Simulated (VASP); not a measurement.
# BN (Pm) in VASP: a series of runs, part 2 of 2

VASP 6.6.1.

## Step 4: Single point, LDA

File INCAR:

```
SYSTEM = BN
PREC = Accurate ; ENCUT = 600
EDIFF = 1E-6 ; ISMEAR = 0
SIGMA = 0.05 ; LREAL = .False.
LASPH = .True. ; NELM = 120
ALGO = Normal ; ISIF = 2
LWAVE = .False. ; LCHARG = .True.
GGA = CA ; LELF = .True.
LVHAR = .True. ; NBANDS = 16
GGA_COMPAT = .False.
```

File KPOINTS:

```
Automatic mesh
0
Gamma
  12 12 4
  0 0 0
```

File POSCAR:

```
BN
1.0
    2.5039917043      0.0000000000      0.0000000000
   -1.2519958522      2.1685204268      0.0000000000
    0.0000000000      0.0000000000      6.6612000000
B N
2 2
Direct
    0.2734289815      0.6666666667      0.2500000000
    0.6666415559      0.3333333333      0.7500000000
    0.3333304784      0.6666666667      0.7500000000
    0.7129205026      0.3333333333      0.2500000000
```

Potentials or basis: VASP PAW LDA potentials, release 64 (B, N).

On the command line:

```
cat potpaw_LDA.64/B/POTCAR potpaw_LDA.64/N/POTCAR > POTCAR
mpirun -np 1 vasp_std > vasp.out
```

OUTCAR:

```text
SYSTEM = BN
   PREC = Accurate
   ENCUT = 600
   EDIFF = 1E-6
   ISMEAR = 0
   LREAL = .False.
   LASPH = .True.
   NELM = 120
   ISIF = 2
   GGA = CA

 ion  position               nearest neighbor table
   1  0.273  0.667  0.250-   4 1.22   4 1.47   4 1.68
   2  0.667  0.333  0.750-   3 1.45   3 1.45   3 1.45
   3  0.333  0.667  0.750-   2 1.45   2 1.45   2 1.45
   4  0.713  0.333  0.250-   1 1.22   1 1.47   1 1.68

  LATTYP: Found a hexagonal cell.
 ALAT       =     2.5039917043
 C/A-ratio  =     2.6602324555

  Lattice vectors:

 A1 = (   2.5039917043,   0.0000000000,   0.0000000000)
 A2 = (  -1.2519958522,   2.1685204268,   0.0000000000)
 A3 = (   0.0000000000,   0.0000000000,   6.6612000000)

Analysis of symmetry for initial positions (statically):
=====================================================================
 Subroutine PRICEL returns:
 Original cell was already a primitive cell.

 Routine SETGRP: Setting up the symmetry group for a
 hexagonal supercell.

 Subroutine GETGRP returns: Found  2 space group operations
 (whereof  1 operations were pure point group operations)
 out of a pool of 24 trial point group operations.

The static configuration has the point symmetry C_1 .
 The point group associated with its full space group is C_1h.

Analysis of symmetry for dynamics (positions and initial velocities):
=====================================================================
 Subroutine PRICEL returns:
 Original cell was already a primitive cell.

 Routine SETGRP: Setting up the symmetry group for a
 hexagonal supercell.

 Subroutine GETGRP returns: Found  2 space group operations
 (whereof  1 operations were pure point group operations)
 out of a pool of 24 trial point group operations.

The dynamic configuration has the point symmetry C_1 .
 The point group associated with its full space group is C_1h.

 Subroutine INISYM returns: Found  2 space group operations
 (whereof  1 operations are pure point group operations),
 and found     1 'primitive' translations

----------------------------------------------------------------------------------------

                                     Primitive cell

  volume of cell :      36.1700

  direct lattice vectors                    reciprocal lattice vectors
     2.503991704  0.000000000  0.000000000     0.399362345  0.230571958  0.000000000
    -1.251995852  2.168520427  0.000000000     0.000000000  0.461143915  0.000000000
     0.000000000  0.000000000  6.661200000     0.000000000  0.000000000  0.150123101

  length of vectors
     2.503991704  2.503991704  6.661200000     0.461143915  0.461143915  0.150123101

  position of ions in fractional coordinates (direct lattice)
     0.273428981  0.666666667  0.250000000
     0.666641556  0.333333333  0.750000000
     0.333330478  0.666666667  0.750000000
     0.712920503  0.333333333  0.250000000

  ion indices of the primitive-cell ions
   primitive index   ion index
                 1           1
                 2           2
                 3           3
                 4           4

----------------------------------------------------------------------------------------

 KPOINTS: Automatic mesh

Automatic generation of k-mesh.
[... 23 lines left out ...]
  0.000000  0.000000  0.000000      1.000000
  0.083333  0.000000  0.000000      2.000000
  0.000000  0.083333  0.000000      2.000000
 -0.083333  0.083333  0.000000      2.000000
  0.166667  0.000000  0.000000      2.000000
  0.000000  0.166667  0.000000      2.000000
[... 16 lines left out ...]
  0.166667  0.083333  0.000000      2.000000
 -0.083333  0.250000  0.000000      2.000000
 [... further k-points ...]
   k-points           NKPTS =    222   k-points in BZ     NKDIM =    222   number of bands    NBANDS=     16
   number of dos      NEDOS =    301   number of ions     NIONS =      4
   total plane-waves  NPLWV =  21600
   dimension x,y,z NGX =    20 NGY =   20 NGZ =   54
   dimension x,y,z NGXF=    40 NGYF=   40 NGZF=  108
   ions per type =               2   2
   NGX,Y,Z   is equivalent  to a cutoff of  13.28, 13.28, 13.48 a.u.
   NGXF,Y,Z  is equivalent  to a cutoff of  26.56, 26.56, 26.95 a.u.
 SYSTEM =  BN
   PREC   = accura    normal or accurate (medium, high low for compatibility)
   ISTART =      0    job   : 0-new  1-cont  2-samecut
   ICHARG =      2    charge: 1-file 2-atom 10-const
   ISPIN  =      1    spin polarized calculation?
   LNONCOLLINEAR =      F non collinear calculations
   LSORBIT =      F    spin-orbit coupling
   LASPH  =      T    aspherical Exc in radial PAW
   ENCUT  =  600.0 eV  44.10 Ry    6.64 a.u.   5.00  5.00 13.30*2*pi/ulx,y,z
   NELM   =    120;   NELMIN=  2; NELMDL= -5     # of ELM steps
   EDIFF  = 0.1E-05   stopping-criterion for ELM
   LREAL  =      F    real-space projection
   EDIFFG = 0.1E-04   stopping-criterion for IOM
   NSW    =      0    number of steps for IOM
   IBRION =     -1    ionic relax: 0-MD 1-quasi-New 2-CG
   NFREE  =      0    steps in history (QN), initial steepest desc. (CG)
   ISIF   =      2    stress and relaxation
   ISYM   =      2    0-nonsym 1-usesym 2-fastsym
   POTIM  = 0.5000    time-step for ionic-motion
   TEBEG  =    0.0;   TEEND  =   0.0 temperature during run
   PSTRESS=    0.0 pullay stress
   NELECT =      16.0000    total number of electrons
   NUPDOWN=      -1.0000    fix difference up-down
   EMIN   =  10.00;   EMAX   =-10.00  energy-range for DOS
   EFERMI =   0.00;   METHOD = LEGACY
   ISMEAR =     0;   SIGMA  =   0.05  broadening in eV -4-tet -1-fermi 0-gaus
   EFERMI_NEDOS =   21; number of points for ismear=-14 and -15
   IALGO  =     38    algorithm
   IMIX   =      4    mixing-type and parameters
     AMIX     =   0.40;   BMIX     =  1.00
     AMIX_MAG =   1.60;   BMIX_MAG =  1.00
  volume/ion in A,a.u.               =       9.04        61.02
  Fermi-wavevector in a.u.,A,eV,Ry     =   1.247379  2.357205 21.170055  1.555955
  Thomas-Fermi vector in A             =   2.381514
   LORBIT       =      0    0 simple, 1 ext, 2 COOP (PROOUT), +10 PAW based schemes
   GGA     = CA    functional components
   LHFCALC =     F    Hartree Fock is set to
   AEXX    =    0.0000 exact exchange contribution
   IVDW    =     0    specifies the selected vdW correction
   LEPSILON=     F    determine dielectric tensor
   LRPA    =     F    only Hartree local field effects (RPA)
 non-spin polarized calculation
 Gauss-broadening in eV      SIGMA  =   0.05
  energy-cutoff  :      600.00
  volume of cell :       36.17
 maximum number of plane-waves:      1233
   NGX =  9   NGY =  9   NGZ = 27

 number of electron      16.0000002 magnetization

 Free energy of the ion-electron system (eV)
  ---------------------------------------------------
  ext. energy  EPLUGINS =         0.00000000
  ---------------------------------------------------
  free energy    TOTEN  =       -37.09366477 eV

  energy without entropy =      -37.09366477  energy(sigma->0) =      -37.09366477

 E-fermi :   3.7159     XC(G=0): -10.4815

 val. band max:        3.4964156593   @ k =   0.0000   0.0000   0.5000
 cond. band min:       5.5939363079   @ k =   0.5000   0.0000   0.5000
 fundamental gap:      2.0975206486
 Fermi energy:         3.7158504867

 k-point     1 :       0.0000    0.0000    0.0000
  band No.  band energies     occupation
      1     -15.5065      2.00000
      2     -15.1960      2.00000
      3      -4.2844      2.00000
      4      -2.1339      2.00000
      5      -2.0001      2.00000
      6       0.7258      2.00000
[... 433 lines left out ...]
      3      -3.4855      2.00000
      4      -3.0304      2.00000
      5      -2.1977      2.00000
      6      -1.0359      2.00000
[... 8 lines left out ...]
     15      16.9559      0.00000
     16      17.1220      0.00000

 [... further k-points ...]

------------------------ aborting loop because EDIFF is reached ----------------------------------------

  FORCE on cell =-STRESS in cart. coord.  units (eV):
  Direction    XX          YY          ZZ          XY          YZ          ZX
  --------------------------------------------------------------------------------------
  -------------------------------------------------------------------------------------
  Total        4.3857641      2.1421699     -0.2050377      4.5471015      0.0000000      0.0000000
  in kB      194.2705499     94.8889444     -9.0822910    201.4171073      0.0000000      0.0000000
  external PRESSURE =      93.3590678 kB  Pullay stress =       0.0000000 kB

 VOLUME and BASIS-vectors are now :
 -----------------------------------------------------------------------------
  energy-cutoff  :      600.00
  volume of cell :       36.17
      direct lattice vectors                 reciprocal lattice vectors
     2.503991704  0.000000000  0.000000000     0.399362345  0.230571958  0.000000000
    -1.251995852  2.168520427  0.000000000     0.000000000  0.461143915  0.000000000
     0.000000000  0.000000000  6.661200000     0.000000000  0.000000000  0.150123101

 POSITION                                       TOTAL-FORCE (eV/Angst)
 -----------------------------------------------------------------------------------
     -0.15000      1.44568      1.66530        11.490407      5.136545      0.000000
      1.25193      0.72284      4.99590         0.003676     -0.001313      0.000000
     -0.00001      1.44568      4.99590         0.005654      0.011025      0.000000
      1.36782      0.72284      1.66530       -11.499737     -5.146256      0.000000
 -----------------------------------------------------------------------------------
    total drift:                               -0.000311     -0.000108     -0.000000

  FREE ENERGIE OF THE ION-ELECTRON SYSTEM (eV)
  ---------------------------------------------------
  free  energy   TOTEN  =       -37.0936647713 eV

  energy  without entropy=      -37.0936647713  energy(sigma->0) =      -37.09366477
```

OSZICAR:

```text
N       E                     dE             d eps       ncg     rms          rms(c)
DAV:   1     0.548839116508E+02    0.54884E+02   -0.86772E+03  7112   0.103E+03
DAV:   2    -0.381562483849E+02   -0.93040E+02   -0.84050E+02  9832   0.224E+02
DAV:   3    -0.416646553897E+02   -0.35084E+01   -0.34896E+01  9192   0.434E+01
DAV:   4    -0.416838159759E+02   -0.19161E-01   -0.19158E-01  9008   0.375E+00
DAV:   5    -0.416839848097E+02   -0.16883E-03   -0.16883E-03  9288   0.324E-01    0.119E+01
DAV:   6    -0.376306844700E+02    0.40533E+01   -0.65282E+00  8832   0.197E+01    0.512E+00
DAV:   7    -0.372208323327E+02    0.40985E+00   -0.57343E-01  9816   0.557E+00    0.308E+00
DAV:   8    -0.370971333167E+02    0.12370E+00   -0.26527E-01  9344   0.370E+00    0.429E-01
DAV:   9    -0.370937737197E+02    0.33596E-02   -0.18595E-02  8072   0.109E+00    0.227E-01
DAV:  10    -0.370936440213E+02    0.12970E-03   -0.92411E-04  9744   0.240E-01    0.637E-02
DAV:  11    -0.370936643172E+02   -0.20296E-04   -0.11842E-04  9424   0.884E-02    0.339E-02
DAV:  12    -0.370936643677E+02   -0.50517E-07   -0.12282E-05  9976   0.282E-02    0.890E-03
DAV:  13    -0.370936647713E+02   -0.40358E-06   -0.10731E-06  8024   0.800E-03
   1 F= -.37093665E+02 E0= -.37093665E+02  d E =-.680675E-12
```

stdout:

```text
POSCAR found type information on POSCAR B N
 POSCAR found :  2 types and       4 ions
 scaLAPACK will be used
 LDA part: xc-table for (Slater(with rela. corr.)+CA(PZ))
 , standard interpolation
 POSCAR, INCAR and KPOINTS ok, starting setup
 FFT: planning ... GRIDC
 FFT: planning ... GRID_SOFT
 FFT: planning ... GRID
 WAVECAR not read
 entering main loop
```

It took 3.1 min on 1 thread of AMD EPYC 7R13, shared host; peak memory 0.21 GiB.

What came out:

| Property | Result |
| --- | --- |
| Free energy | -37.0937 eV |
| Pressure | 9.3 GPa |
| Largest force | 12.599 eV/Å |
| Band gap on the k mesh | 2.10 eV, indirect (least direct gap 3.50 eV) |

Forces on the atoms (eV/Å):
```
B    11.490   5.137   0.000
B     0.004  -0.001   0.000
N     0.006   0.011   0.000
N   -11.500  -5.146   0.000
```

Levels at points of the mesh, in eV from the valence-band top:
```tsv
k point	band 5	band 6	band 7	band 8	band 9	band 10	band 11	band 12
(0.00, 0.00, 0.00)	-5.50	-2.77	-2.77	0.00	3.49	7.02	8.59	10.04
(0.50, 0.00, 0.00)	-5.57	-4.26	-2.60	-1.84	2.29	3.49	8.03	8.40
(0.00, 0.50, 0.00)	-5.57	-4.51	-3.03	-1.96	2.68	4.27	6.09	8.26
(0.50, 0.50, 0.00)	-6.79	-5.57	-3.57	-2.10	2.96	5.79	7.53	8.36
(0.00, 0.00, 0.50)	-5.49	-2.77	-2.77	0.00	5.73	5.85	7.19	10.05
(0.50, 0.00, 0.50)	-5.57	-4.26	-2.37	-1.90	2.10	3.11	8.30	8.48
(0.00, 0.50, 0.50)	-5.57	-4.51	-2.59	-2.37	3.12	3.37	6.17	8.45
(0.50, 0.50, 0.50)	-6.79	-5.57	-3.31	-2.38	3.14	5.12	7.79	8.44
```

Caveat: forces of over 1 eV/Å act on the atoms, so gaps and moduli don't describe the material at rest.
